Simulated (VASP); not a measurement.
# SnO2 (I4/mmm) in VASP: single point with r2SCAN

Aim: the single point of SnO2 with r2SCAN.

Everything below comes from runs of VASP 6.6.1. Logs are shortened: lines on timing, memory, paths and dates and some standing lists are left out, and cuts for length are marked.

**1. The cell of the first run**

The structure is tetragonal, space group I4/mmm (No. 139). The conventional cell has a = 3.690 Å, b = 3.690 Å, c = 5.037 Å, α = 90.00°, β = 90.00°, γ = 90.00°. Within 3.0 Å of Sn (site symmetry 4/mmm) lie 8 O at 2.23 Å. O (site symmetry -4m2) has 4 Sn at 2.23 Å and 6 O at 2.52 to 2.61 Å within 3.0 Å.

**2. Single point, r2SCAN (epitaxial xy strain +3.0%)**

File POSCAR:

```
SnO2
1.0
    0.0000000000      2.6094709804      2.5186335228
    2.6094709804      0.0000000000      2.5186335228
    2.6094709804      2.6094709804      0.0000000000
Sn O
1 2
Direct
    0.0000000000      0.0000000000      0.0000000000
    0.2500000000      0.2500000000      0.2500000000
    0.7500000000      0.7500000000      0.7500000000
```

File INCAR.step1:

```
  PREC = Accurate
  ENCUT = 910
  ISMEAR = -1
  SIGMA = 0.02
  LREAL = F
  LASPH = T
  NELM = 120
  NBANDS = 20
  GGA = PE
  ALGO = Normal
  EDIFF = 1E-5
  LWAVE = T
  LCHARG = F
  GGA_COMPAT = F
```

File INCAR.step2:

```
  PREC = Accurate
  ENCUT = 910
  EDIFF = 1E-6
  ISMEAR = -1
  SIGMA = 0.02
  LREAL = F
  LASPH = T
  NELM = 120
  ALGO = Normal
  ISIF = 2
  LWAVE = F
  LCHARG = F
  METAGGA = R2SCAN
  LMIXTAU = T
  NBANDS = 20
  ISTART = 1
  GGA_COMPAT = F
```

File KPOINTS:

```
Automatic mesh
0
Gamma
  8 8 8
```

Potentials or basis: VASP PAW PBE potentials, release 64 (Sn_d, O_h).

On the command line:

```
$ cat potpaw_PBE.64/Sn_d/POTCAR potpaw_PBE.64/O_h/POTCAR > POTCAR
$ cp INCAR.step1 INCAR
$ mpirun -np 1 vasp_std > vasp.out
$ cp INCAR.step2 INCAR
$ mpirun -np 1 vasp_std > vasp.out
```

OUTCAR:

```text
PREC = Accurate
   ENCUT = 910
   EDIFF = 1E-6
   ISMEAR = -1
   LREAL = F
   LASPH = T
   NELM = 120
   ISIF = 2
   METAGGA = R2SCAN
   ISTART = 1

 ion  position               nearest neighbor table
   1  0.000  0.000  0.000-   3 2.23   3 2.23   3 2.23   2 2.23   3 2.23   2 2.23   2 2.23   2 2.23

   2  0.250  0.250  0.250-   1 2.23   1 2.23   1 2.23   1 2.23
   3  0.750  0.750  0.750-   1 2.23   1 2.23   1 2.23   1 2.23

  LATTYP: Found a body centered tetragonal cell.
 ALAT       =     3.6903492511
 C/A-ratio  =     1.3649838275

  Lattice vectors:

 A1 = (   0.0000000000,  -2.6094709804,  -2.5186335228)
 A2 = (   0.0000000000,   2.6094709804,  -2.5186335228)
 A3 = (   2.6094709804,   0.0000000000,   2.5186335228)

Analysis of symmetry for initial positions (statically):
=====================================================================
 Subroutine PRICEL returns:
 Original cell was already a primitive cell.

 Routine SETGRP: Setting up the symmetry group for a
 body centered tetragonal supercell.

 Subroutine GETGRP returns: Found 16 space group operations
 (whereof 16 operations were pure point group operations)
 out of a pool of 16 trial point group operations.

The static configuration has the point symmetry D_4h.

Analysis of symmetry for dynamics (positions and initial velocities):
=====================================================================
 Subroutine PRICEL returns:
 Original cell was already a primitive cell.

 Routine SETGRP: Setting up the symmetry group for a
 body centered tetragonal supercell.

 Subroutine GETGRP returns: Found 16 space group operations
 (whereof 16 operations were pure point group operations)
 out of a pool of 16 trial point group operations.

The dynamic configuration has the point symmetry D_4h.

 Subroutine INISYM returns: Found 16 space group operations
 (whereof 16 operations are pure point group operations),
 and found     1 'primitive' translations

----------------------------------------------------------------------------------------

                                     Primitive cell

  volume of cell :      34.3005

  direct lattice vectors                    reciprocal lattice vectors
     0.000000000  2.609470980  2.518633523    -0.191609719  0.191609719  0.198520347
     2.609470980  0.000000000  2.518633523     0.191609719 -0.191609719  0.198520347
     2.609470980  2.609470980  0.000000000     0.191609719  0.191609719 -0.198520347

  length of vectors
     3.626686314  3.626686314  3.690349251     0.335915014  0.335915014  0.335915014

  position of ions in fractional coordinates (direct lattice)
     0.000000000  0.000000000  0.000000000
     0.250000000  0.250000000  0.250000000
     0.750000000  0.750000000  0.750000000

  ion indices of the primitive-cell ions
   primitive index   ion index
                 1           1
                 2           2
                 3           3

----------------------------------------------------------------------------------------

 KPOINTS: Automatic mesh

Automatic generation of k-mesh.
 Grid dimensions read from file:
 generate k-points for:    8    8    8

 Generating k-lattice:

  Cartesian coordinates                     Fractional coordinates (reciprocal lattice)
    -0.023951215  0.023951215  0.024815043     0.125000000  0.000000000  0.000000000
     0.023951215 -0.023951215  0.024815043     0.000000000  0.125000000  0.000000000
     0.023951215  0.023951215 -0.024815043     0.000000000  0.000000000  0.125000000

  Length of vectors
     0.041989377  0.041989377  0.041989377

  Shift w.r.t. Gamma in fractional coordinates (k-lattice)
     0.000000000  0.000000000  0.000000000

 Subroutine IBZKPT returns following result:
 ===========================================

 Found     59 irreducible k-points:

 Following reciprocal coordinates:
            Coordinates               Weight
  0.000000  0.000000  0.000000      1.000000
  0.125000  0.000000  0.000000      8.000000
  0.250000  0.000000  0.000000      8.000000
  0.375000 -0.000000  0.000000      8.000000
  0.500000  0.000000  0.000000      4.000000
  0.125000  0.125000  0.000000      2.000000
[... 16 lines left out ...]
  0.250000 -0.000000  0.125000     16.000000
  0.375000  0.000000  0.125000     16.000000
 [... further k-points ...]
   k-points           NKPTS =     59   k-points in BZ     NKDIM =     59   number of bands    NBANDS=     20
   number of dos      NEDOS =    301   number of ions     NIONS =      3
   total plane-waves  NPLWV =  46656
   dimension x,y,z NGX =    36 NGY =   36 NGZ =   36
   dimension x,y,z NGXF=    72 NGYF=   72 NGZF=   72
   ions per type =               1   2
   NGX,Y,Z   is equivalent  to a cutoff of  16.50, 16.50, 16.22 a.u.
   NGXF,Y,Z  is equivalent  to a cutoff of  33.00, 33.00, 32.44 a.u.
 SYSTEM =  unknown system
   PREC   = accura    normal or accurate (medium, high low for compatibility)
   ISTART =      1    job   : 0-new  1-cont  2-samecut
   ICHARG =      0    charge: 1-file 2-atom 10-const
   ISPIN  =      1    spin polarized calculation?
   LNONCOLLINEAR =      F non collinear calculations
   LSORBIT =      F    spin-orbit coupling
   LASPH  =      T    aspherical Exc in radial PAW
   ENCUT  =  910.0 eV  66.88 Ry    8.18 a.u.   8.92  8.92  9.08*2*pi/ulx,y,z
   NELM   =    120;   NELMIN=  2; NELMDL=  0     # of ELM steps
   EDIFF  = 0.1E-05   stopping-criterion for ELM
   LREAL  =      F    real-space projection
[... 7 lines left out ...]
   TEBEG  =    0.0;   TEEND  =   0.0 temperature during run
   PSTRESS=    0.0 pullay stress
   NELECT =      26.0000    total number of electrons
   NUPDOWN=      -1.0000    fix difference up-down
   EMIN   =  10.00;   EMAX   =-10.00  energy-range for DOS
   EFERMI =   0.00;   METHOD = LEGACY
   ISMEAR =    -1;   SIGMA  =   0.02  broadening in eV -4-tet -1-fermi 0-gaus
   EFERMI_NEDOS =   21; number of points for ismear=-14 and -15
   IALGO  =     38    algorithm
   IMIX   =      4    mixing-type and parameters
     AMIX     =   0.40;   BMIX     =  1.00
     AMIX_MAG =   1.60;   BMIX_MAG =  1.00
  volume/ion in A,a.u.               =      11.43        77.16
  Fermi-wavevector in a.u.,A,eV,Ry     =   1.492677  2.820751 30.314950  2.228086
  Thomas-Fermi vector in A             =   2.605175
   LORBIT       =      0    0 simple, 1 ext, 2 COOP (PROOUT), +10 PAW based schemes
   METAGGA = R2SCAN    functional components
   LHFCALC =     F    Hartree Fock is set to
   AEXX    =    0.0000 exact exchange contribution
   IVDW    =     0    specifies the selected vdW correction
   LEPSILON=     F    determine dielectric tensor
   LRPA    =     F    only Hartree local field effects (RPA)
 non-spin polarized calculation
  energy-cutoff  :      910.00
  volume of cell :       34.30
 maximum number of plane-waves:      2155
   NGX = 17   NGY = 17   NGZ = 19

 number of electron      26.0000005 magnetization

 Free energy of the ion-electron system (eV)
  ---------------------------------------------------
  ext. energy  EPLUGINS =         0.00000000
  ---------------------------------------------------
  free energy    TOTEN  =       -41.41588492 eV

  energy without entropy =      -41.41576760  energy(sigma->0) =      -41.41582626

 E-fermi :   7.6466     XC(G=0): -12.4570

 val. band max:        7.5725288847   @ k =  -0.3750   0.5000   0.1250
 cond. band min:       7.6745104961   @ k =   0.0000   0.0000   0.0000
 fundamental gap:      0.1019816114
 Fermi energy:         7.6465730295

 k-point     1 :       0.0000    0.0000    0.0000
  band No.  band energies     occupation
      1     -13.7975      2.00000
      2     -13.7975      2.00000
      3     -13.7627      2.00000
      4     -13.6536      2.00000
      5     -13.6319      2.00000
      6     -12.8082      2.00000
[... 12 lines left out ...]
     19      22.8987      0.00000
     20      23.9080      0.00000

 k-point     2 :       0.1250    0.0000    0.0000
  band No.  band energies     occupation
      1     -13.8523      2.00000
      2     -13.7870      2.00000
      3     -13.7624      2.00000
      4     -13.6539      2.00000
      5     -13.6315      2.00000
      6     -12.6577      2.00000
[... 12 lines left out ...]
     19      22.9540      0.00000
     20      23.9051      0.00000

 k-point     3 :       0.2500    0.0000    0.0000
  band No.  band energies     occupation
      1     -14.0212      2.00000
      2     -13.7662      2.00000
      3     -13.7456      2.00000
      4     -13.6497      2.00000
      5     -13.6259      2.00000
      6     -12.1859      2.00000
[... 12 lines left out ...]
     19      23.6847      0.00000
     20      23.9072      0.00000

 k-point     4 :       0.3750   -0.0000    0.0000
  band No.  band energies     occupation
      1     -14.1917      2.00000
      2     -13.7532      2.00000
      3     -13.7362      2.00000
      4     -13.6364      2.00000
      5     -13.6122      2.00000
      6     -11.4679      2.00000
[... 12 lines left out ...]
     19      23.5727      0.00000
     20      23.7154      0.00000

 k-point     5 :       0.5000    0.0000    0.0000
  band No.  band energies     occupation
      1     -14.2604      2.00000
      2     -13.7502      2.00000
      3     -13.7351      2.00000
      4     -13.6281      2.00000
      5     -13.6040      2.00000
      6     -10.8967      2.00000
[... 12 lines left out ...]
     19      23.2749      0.00000
     20      23.3940      0.00000
[... 353 lines left out ...]
      6     -11.1148      2.00000
[... 12 lines left out ...]
     19      25.3547      0.00000
     20      26.2989      0.00000

 k-point    22 :       0.1250    0.0000    0.1250
  band No.  band energies     occupation
      1     -13.8834      2.00000
      2     -13.7761      2.00000
      3     -13.7456      2.00000
      4     -13.6528      2.00000
      5     -13.6338      2.00000
      6     -12.6285      2.00000
[... 12 lines left out ...]
     19      23.1389      0.00000
     20      24.0601      0.00000

 k-point    23 :       0.2500   -0.0000    0.1250
  band No.  band energies     occupation
      1     -13.9897      2.00000
      2     -13.7731      2.00000
      3     -13.7364      2.00000
      4     -13.6532      2.00000
      5     -13.6306      2.00000
      6     -12.2860      2.00000
[... 12 lines left out ...]
     19      23.9619      0.00000
     20      24.7970      0.00000

 k-point    24 :       0.3750    0.0000    0.1250
  band No.  band energies     occupation
      1     -14.1287      2.00000
      2     -13.7940      2.00000
      3     -13.7258      2.00000
      4     -13.6484      2.00000
      5     -13.6210      2.00000
      6     -11.6443      2.00000
[... 12 lines left out ...]
     19      24.0030      0.00000
     20      25.5841      0.00000

 [... further k-points ...]
[... 5 lines left out ...]
  --------------------------------------------------------------------------------------
  -------------------------------------------------------------------------------------
  Total       -3.2107948     -3.2107948      0.2002307      0.0000000     -0.0000000      0.0000000
  in kB     -149.9765019   -149.9765019      9.3527939      0.0000000     -0.0000000      0.0000000
  external PRESSURE =     -96.8667366 kB  Pullay stress =       0.0000000 kB

 VOLUME and BASIS-vectors are now :
 -----------------------------------------------------------------------------
  energy-cutoff  :      910.00
  volume of cell :       34.30
      direct lattice vectors                 reciprocal lattice vectors
     0.000000000  2.609470980  2.518633523    -0.191609719  0.191609719  0.198520347
     2.609470980  0.000000000  2.518633523     0.191609719 -0.191609719  0.198520347
     2.609470980  2.609470980  0.000000000     0.191609719  0.191609719 -0.198520347

 POSITION                                       TOTAL-FORCE (eV/Angst)
 -----------------------------------------------------------------------------------
      0.00000      0.00000      0.00000        -0.000000     -0.000000      0.000000
      1.30474      1.30474      1.25932        -0.000000     -0.000000     -0.000000
      3.91421      3.91421      3.77795         0.000000      0.000000      0.000000
 -----------------------------------------------------------------------------------
    total drift:                                0.000000      0.000000      0.000000

  FREE ENERGIE OF THE ION-ELECTRON SYSTEM (eV)
  ---------------------------------------------------
  free  energy   TOTEN  =       -41.4158849205 eV

  energy  without entropy=      -41.4157676047  energy(sigma->0) =      -41.41582626
```

Wall time 3.9 min (1 thread of AMD EPYC 9R45 (Zen 5), shared host); peak memory 0.24 GiB.

Results:

```
Free energy            : -41.4159 eV
Pressure               : -9.7 GPa
Band gap on the k mesh : 0.10 eV (least direct gap 1.20 eV)
```

Stress tensor (GPa, compression positive):
```
-15.00   0.00   0.00
  0.00 -15.00   0.00
  0.00   0.00   0.94
```

Caveat: the cell differs from its parent crystal (epitaxial xy strain +3.0%); the cutoff is under 1.25 times the usual one of these potentials, so pressure, stress and relaxed cells hold a basis-set (Pulay) error; the cell stands under tension; the PAW data sets were made with another functional, which shifts forces and pressure a little; spin-orbit coupling is left out, which moves the levels of the heavy elements. A k mesh can miss the band edges.
